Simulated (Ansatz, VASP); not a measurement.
**One calculation of Be, two programs**

The input INCAR:

```
SYSTEM = Be
PREC = Accurate
ENCUT = 520
EDIFF = 1E-7
ISMEAR = -1
SIGMA = 0.1
LREAL = .False.
LASPH = .True.
NELM = 100
ALGO = Normal
ISIF = 2
LWAVE = .False.
LCHARG = .False.
GGA = RP
NBANDS = 7
```

The input KPOINTS:

```
regular mesh
0
Gamma
  19 19 19
  0 0 0
```

The input POSCAR:

```
Be
1.0
    0.0000000000      1.5936947023      1.5936947023
    1.5936947023      0.0000000000      1.5936947023
    1.5936947023      1.5936947023      0.0000000000
Be
1
Direct
    0.0000000000      0.0000000000      0.0000000000
```

Input for Ansatz:

```yaml
crystal:
  lattice:
    - [0.0, 1.5936947023, 1.5936947023]
    - [1.5936947023, 0.0, 1.5936947023]
    - [1.5936947023, 1.5936947023, 0.0]
  atoms:
    - { symbol: Be, position: [0.0, 0.0, 0.0] }
hamiltonian:
  xc: rpbe
  pseudopotentials:
    kind: paw
    azcp:
      Be: "pseudopotentials/Be.paw.azcp"
basis:
  ecutwfc: 420
  fft_grid_basis: typed
kpoints:
  mp_grid: { grid: [19, 19, 19], shift: [0, 0, 0] }
magnetization:
  spin_polarized: false
scf:
  occupations: { method: fermi_dirac, width: 0.1 }
  lower_state_search: "off"
output:
  stress: true
```

Alike in both runs: task single point; functional RPBE; k mesh 19 × 19 × 19; occupations fermi-dirac, width 0.1 eV; no spin polarisation.

```csv
,VASP,Ansatz
version,VASP 6.6.1,Ansatz 0.2.0
potentials or method,"VASP PAW PBE potentials, release 64 (Be), cutoff 520 eV","plane waves (420 eV) with PAW, scalar-relativistic"
valence electrons in the cell,2,2
```

```csv
,VASP,Ansatz,Ansatz less VASP
pressure (GPa),0.0,0.0,-0.02
```

VASP's potentials were made for PBE, not for RPBE. With one functional, cell and mesh, what is left measures potentials, basis and numerics.
